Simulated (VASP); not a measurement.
# SiNi2 (P6_3/mmc) in VASP: further runs

SiNi2 is run at these levels: PBE; tasks: single point.

Program: VASP 6.6.1. These are calculated values, not measurements. Logs are shortened: lines on timing, memory, paths and dates and some standing lists are left out, and cuts for length are marked.

### Step 1. The cell of the first run

Symmetry: P6_3/mmc, No. 194, hexagonal system. The conventional cell has a = 3.634 Å, b = 3.634 Å, c = 4.687 Å, α = 90.00°, β = 90.00°, γ = 120.00°. Si (site symmetry -6m2) has 11 Ni at 2.10 to 2.40 Å within 2.8 Å. Within 3.1 Å of Ni (site symmetry -3m) lie 8 Ni at 2.34 to 2.40 Å and 6 Si at 2.40 Å. Ni (site symmetry -6m2) has 5 Si at 2.10 to 2.34 Å and 6 Ni at 2.40 Å within 2.8 Å.

### Step 2. Single point, PBE, collinear spin, zero start

INCAR

```
ALGO     = Fast           # electronic algorithm
EDIFF    = 1E-7           # SCF threshold, eV
ENCUT    = 520            # plane-wave cutoff, eV
GGA      = PE             # functional
ISIF     = 2              # what is computed and relaxed
ISMEAR   = 0              # smearing method
ISPIN    = 2              # spin polarisation
LASPH    = True           # aspherical terms in the spheres
LCHARG   = False          # write CHGCAR
LMAXMIX  = 4              # l up to which the mixer works
LORBIT   = 11             # projections on sites
LREAL    = False          # projectors in reciprocal space
LWAVE    = False          # write WAVECAR
MAGMOM   = 0 0 0 0 0 0    # initial moments
NBANDS   = 37             # bands
NELM     = 150            # most SCF steps
PREC     = Accurate       # precision mode
SIGMA    = 0.05           # smearing width, eV
```

KPOINTS

```
k-points
0
Gamma
  12 12 8
```

POSCAR

```
SiNi2
1.0
    3.6337209578      0.0000000000      0.0000000000
   -1.8168604789      3.1468946597      0.0000000000
    0.0000000000      0.0000000000      4.6870832376
Si Ni
2 4
Direct
    0.3333333333      0.6666666667      0.7500000000
    0.6666666667      0.3333333333      0.2500000000
    0.0000000000      0.0000000000      0.0000000000
    0.0000000000      0.0000000000      0.5000000000
    0.3333333333      0.6666666667      0.2500000000
    0.6666666667      0.3333333333      0.7500000000
```

Potentials or basis: VASP PAW PBE potentials, release 64 (Si, Ni).

Started as:

```console
$ cat potpaw_PBE.64/Si/POTCAR potpaw_PBE.64/Ni/POTCAR > POTCAR
$ mpirun -np 1 vasp_std > vasp.out
```

OUTCAR:

```text
EDIFF = 1E-7
   ENCUT = 520
   GGA = PE
   ISIF = 2
   ISMEAR = 0
   ISPIN = 2
   LASPH = True
   LORBIT = 11
   LREAL = False
   NELM = 150
   PREC = Accurate

 ion  position               nearest neighbor table
   1  0.333  0.667  0.750-   6 2.10   6 2.10   6 2.10   5 2.34   5 2.34   3 2.40   4 2.40   4 2.40
                             3 2.40   4 2.40   3 2.40   2 3.15   2 3.15   2 3.15   2 3.15   2 3.15
   2  0.667  0.333  0.250-   5 2.10   5 2.10   5 2.10   6 2.34   6 2.34   3 2.40   4 2.40   3 2.40
                             4 2.40   3 2.40   4 2.40   1 3.15   1 3.15   1 3.15   1 3.15   1 3.15
   3  0.000  0.000  0.000-   4 2.34   4 2.34   1 2.40   5 2.40   6 2.40   2 2.40   1 2.40   5 2.40
                             2 2.40   6 2.40   2 2.40   6 2.40   1 2.40   5 2.40
   4  0.000  0.000  0.500-   3 2.34   3 2.34   1 2.40   5 2.40   6 2.40   2 2.40   1 2.40   5 2.40
                             2 2.40   6 2.40   2 2.40   6 2.40   1 2.40   5 2.40
   5  0.333  0.667  0.250-   2 2.10   2 2.10   2 2.10   1 2.34   1 2.34   3 2.40   4 2.40   4 2.40
                             3 2.40   4 2.40   3 2.40
   6  0.667  0.333  0.750-   1 2.10   1 2.10   1 2.10   2 2.34   2 2.34   3 2.40   4 2.40   3 2.40
                             4 2.40   3 2.40   4 2.40

  LATTYP: Found a hexagonal cell.
 ALAT       =     3.6337209578
 C/A-ratio  =     1.2898852972

  Lattice vectors:

 A1 = (   3.6337209578,   0.0000000000,   0.0000000000)
 A2 = (  -1.8168604789,   3.1468946597,   0.0000000000)
 A3 = (   0.0000000000,   0.0000000000,   4.6870832376)

Analysis of symmetry for initial positions (statically):
=====================================================================
 Subroutine PRICEL returns:
 Original cell was already a primitive cell.

 Routine SETGRP: Setting up the symmetry group for a
 hexagonal supercell.

 Subroutine GETGRP returns: Found 24 space group operations
 (whereof 12 operations were pure point group operations)
 out of a pool of 24 trial point group operations.

The static configuration has the point symmetry D_3d.
 The point group associated with its full space group is D_6h.

Analysis of symmetry for dynamics (positions and initial velocities):
=====================================================================
 Subroutine PRICEL returns:
 Original cell was already a primitive cell.

 Routine SETGRP: Setting up the symmetry group for a
 hexagonal supercell.

 Subroutine GETGRP returns: Found 24 space group operations
 (whereof 12 operations were pure point group operations)
 out of a pool of 24 trial point group operations.

The dynamic configuration has the point symmetry D_3d.
 The point group associated with its full space group is D_6h.

Analysis of structural, dynamic, and magnetic symmetry:
=====================================================================
 Subroutine PRICEL returns:
 Original cell was already a primitive cell.

 Routine SETGRP: Setting up the symmetry group for a
[... 163 lines left out ...]
  free energy    TOTEN  =       -33.48371561 eV

  energy without entropy =      -33.48010113  energy(sigma->0) =      -33.48190837

 E-fermi :  14.4820     XC(G=0): -14.0455

 val. band max:       14.4778148865   @ k =   0.3333   0.0000   0.2500
 cond. band min:      14.4871299912   @ k =   0.2500   0.0000   0.3750
 fundamental gap:      0.0093151048
 Fermi energy:        14.4819583430

 spin component 1

 k-point     1 :       0.0000    0.0000    0.0000
  band No.  band energies     occupation
      1       0.1350      1.00000
      2       5.2445      1.00000
      3       6.6493      1.00000
      4       8.0467      1.00000
      5       8.0467      1.00000
      6       9.4195      1.00000
[... 925 lines left out ...]
     35      25.9323      0.00000
     36      26.6864      0.00000

 [... further k-points ...]

 spin component 2

 k-point     1 :       0.0000    0.0000    0.0000
  band No.  band energies     occupation
      1       0.1350      1.00000
      2       5.2445      1.00000
      3       6.6493      1.00000
      4       8.0467      1.00000
      5       8.0467      1.00000
      6       9.4196      1.00000
[... 925 lines left out ...]
     35      25.9323      0.00000
     36      26.6864      0.00000

 [... further k-points ...]

 [bands above 36 left out]

------------------------ aborting loop because EDIFF is reached ----------------------------------------

  FORCE on cell =-STRESS in cart. coord.  units (eV):
  Direction    XX          YY          ZZ          XY          YZ          ZX
  --------------------------------------------------------------------------------------
  -------------------------------------------------------------------------------------
  Total       25.3768847     25.3768847     19.8271657      0.0000000      0.0000000      0.0000000
  in kB      758.5993101    758.5993101    592.6997897      0.0000000      0.0000000      0.0000000
  external PRESSURE =     703.2994699 kB  Pullay stress =       0.0000000 kB

 VOLUME and BASIS-vectors are now :
 -----------------------------------------------------------------------------
  energy-cutoff  :      520.00
  volume of cell :       53.60
      direct lattice vectors                 reciprocal lattice vectors
     3.633720958  0.000000000  0.000000000     0.275199998  0.158886793  0.000000000
    -1.816860479  3.146894660  0.000000000     0.000000000  0.317773586  0.000000000
     0.000000000  0.000000000  4.687083238     0.000000000  0.000000000  0.213352302

 POSITION                                       TOTAL-FORCE (eV/Angst)
 -----------------------------------------------------------------------------------
     -0.00000      2.09793      3.51531         0.000000     -0.000000      0.000000
      1.81686      1.04896      1.17177        -0.000000      0.000000      0.000000
      0.00000      0.00000      0.00000         0.000000      0.000000      0.000000
      0.00000      0.00000      2.34354         0.000000      0.000000      0.000000
     -0.00000      2.09793      1.17177         0.000000     -0.000000     -0.000000
      1.81686      1.04896      3.51531        -0.000000      0.000000     -0.000000
 -----------------------------------------------------------------------------------
    total drift:                                0.000000     -0.000000      0.000000

  FREE ENERGIE OF THE ION-ELECTRON SYSTEM (eV)
  ---------------------------------------------------
  free  energy   TOTEN  =       -33.4837156128 eV

  energy  without entropy=      -33.4801011312  energy(sigma->0) =      -33.48190837

 total charge

# of ion       s       p       d       tot
------------------------------------------
    1        0.741   1.018   0.000   1.759
    2        0.741   1.018   0.000   1.759
    3        0.528   0.774   8.572   9.873
    4        0.528   0.774   8.572   9.873
    5        0.619   0.860   8.695  10.174
    6        0.619   0.860   8.695  10.174
--------------------------------------------------
tot          3.777   5.303  34.533  43.613

 magnetization (x)

# of ion       s       p       d       tot
------------------------------------------
    1        0.000   0.000   0.000   0.000
    2        0.000   0.000   0.000   0.000
    3        0.000   0.000  -0.000  -0.000
    4        0.000   0.000  -0.000  -0.000
    5        0.000  -0.000   0.000   0.000
    6        0.000  -0.000   0.000   0.000
--------------------------------------------------
tot          0.000   0.000  -0.000   0.000
```

stdout:

```text
POSCAR found type information on POSCAR SiNi
 POSCAR found :  2 types and       6 ions
 scaLAPACK will be used
 LDA part: xc-table for (Slater+PW92), standard interpolation
 POSCAR, INCAR and KPOINTS ok, starting setup
 FFT: planning ... GRIDC
 FFT: planning ... GRID_SOFT
 FFT: planning ... GRID
 WAVECAR not read
 entering main loop
WARNING in EDDRMM: call to ZHEGV failed, returncode =   8  4     35
WARNING in EDDRMM: call to ZHEGV failed, returncode =   6  3     37
WARNING in EDDRMM: call to ZHEGV failed, returncode =   6  3     36
WARNING in EDDRMM: call to ZHEGV failed, returncode =   8  4     35
WARNING in EDDRMM: call to ZHEGV failed, returncode =   8  4     34
```

Run time: 5.3 min. Hardware: 1 thread of Intel Xeon Platinum 8488C (Sapphire Rapids), shared host; peak memory 0.37 GiB.

Results:

```yaml
Free_energy: -33.4837 eV
Pressure: 70.3 GPa
Band_gap_on_the_k_mesh: zero (filled and empty bands overlap)
Net_moment: 0.00 μB per cell
Valence_electrons_inside_the_program's_atomic_spheres: Si 1.76; Ni 9.87, 10.17
```

Levels at points of the mesh, in eV from the Fermi level:
Spin up:
| k point | band 22 | band 23 | band 24 | band 25 | band 26 | band 27 |
| --- | --- | --- | --- | --- | --- | --- |
| (0.00, 0.00, 0.00) | -0.80 | 0.12 | 3.07 | 3.07 | 3.55 | 3.55 |
| (0.50, 0.00, 0.00) | -1.54 | -1.33 | -0.88 | -0.74 | 1.86 | 2.25 |
| (0.00, 0.00, 0.50) | -1.61 | 3.05 | 3.05 | 3.89 | 3.89 | 3.89 |
| (0.50, 0.00, 0.50) | -1.63 | -1.17 | -1.17 | 1.18 | 1.18 | 3.82 |
Spin down:
```
           k point  band 22  band 23  band 24  band 25  band 26  band 27
(0.00, 0.00, 0.00)    -0.80     0.12     3.07     3.07     3.55     3.55
(0.50, 0.00, 0.00)    -1.54    -1.33    -0.88    -0.74     1.86     2.25
(0.00, 0.00, 0.50)    -1.61     3.05     3.05     3.89     3.89     3.89
(0.50, 0.00, 0.50)    -1.63    -1.17    -1.17     1.18     1.18     3.82
```

### Step 3. Single point, PBE, collinear spin, zero start

This run uses another cell than the first one, of 10.51 Å³/atom, 1.176 times its volume.

INCAR

```
SYSTEM = SiNi2
PREC = Accurate ; ENCUT = 520
EDIFF = 1E-6 ; ISMEAR = 0
SIGMA = 0.05 ; LREAL = .FALSE.
LASPH = .TRUE. ; NELM = 150
ALGO = Normal ; ISIF = 2
LWAVE = .FALSE. ; LCHARG = .TRUE.
ISPIN = 2 ; MAGMOM = 0 0 0 0 0 0
LORBIT = 11 ; LMAXMIX = 4
GGA = PE ; LELF = .TRUE.
LVHAR = .TRUE. ; NBANDS = 37
```

KPOINTS

```
regular mesh
0
G
  12 12 8
  0 0 0
```

Edit POSCAR of step 2 so:

```diff
@@ -2,5 +2,5 @@
 1.0
-    3.6337209578      0.0000000000      0.0000000000
-   -1.8168604789      3.1468946597      0.0000000000
-    0.0000000000      0.0000000000      4.6870832376
+    3.8360000000      0.0000000000      0.0000000000
+   -1.9180000000      3.3220734489      0.0000000000
+    0.0000000000      0.0000000000      4.9480000000
 Si Ni
```

Potentials or basis: VASP PAW PBE potentials, release 64 (Si, Ni).

Started as:

```console
$ cat potpaw_PBE.64/Si/POTCAR potpaw_PBE.64/Ni/POTCAR > POTCAR
$ mpirun -np 1 vasp_std > vasp.out
```

Wall time 8 min (1 thread of Intel Xeon Platinum 8488C (Sapphire Rapids), shared host); peak memory 0.42 GiB.

Results (log left out):

- Free energy: -35.6520 eV
- Pressure: 11.4 GPa
- Band gap on the k mesh: zero (filled and empty bands overlap)
- Net moment: 0.00 μB per cell
- Valence electrons inside the program's atomic spheres: Si 1.62; Ni 9.47, 9.73

Stress tensor (GPa, compression positive):
```
13.09  0.00  0.00
 0.00 13.09  0.00
 0.00  0.00  7.92
```

Levels at points of the mesh, in eV from the Fermi level:
Spin up:
| k point | band 22 | band 23 | band 24 | band 25 | band 26 | band 27 |
| --- | --- | --- | --- | --- | --- | --- |
| (0.00, 0.00, 0.00) | -0.64 | 0.09 | 2.87 | 2.87 | 2.93 | 2.99 |
| (0.50, 0.00, 0.00) | -1.25 | -1.05 | -0.71 | -0.60 | 1.22 | 1.90 |
| (0.00, 0.00, 0.50) | -1.29 | 2.25 | 2.25 | 3.42 | 3.42 | 3.42 |
| (0.50, 0.00, 0.50) | -1.31 | -0.95 | -0.95 | 0.99 | 0.99 | 3.08 |
Spin down:
```
           k point  band 20  band 21  band 22  band 23  band 24  band 25  band 26  band 27  band 28  band 29
(0.00, 0.00, 0.00)    -1.29    -0.64    -0.64     0.09     2.87     2.87     2.93     2.99     2.99     3.37
(0.50, 0.00, 0.00)    -1.56    -1.43    -1.25    -1.05    -0.71    -0.60     1.22     1.90     3.16     3.79
(0.00, 0.00, 0.50)    -1.29    -1.29    -1.29     2.25     2.25     3.42     3.42     3.42     3.42     4.25
(0.50, 0.00, 0.50)    -1.76    -1.31    -1.31    -0.95    -0.95     0.99     0.99     3.08     3.08     5.69
```
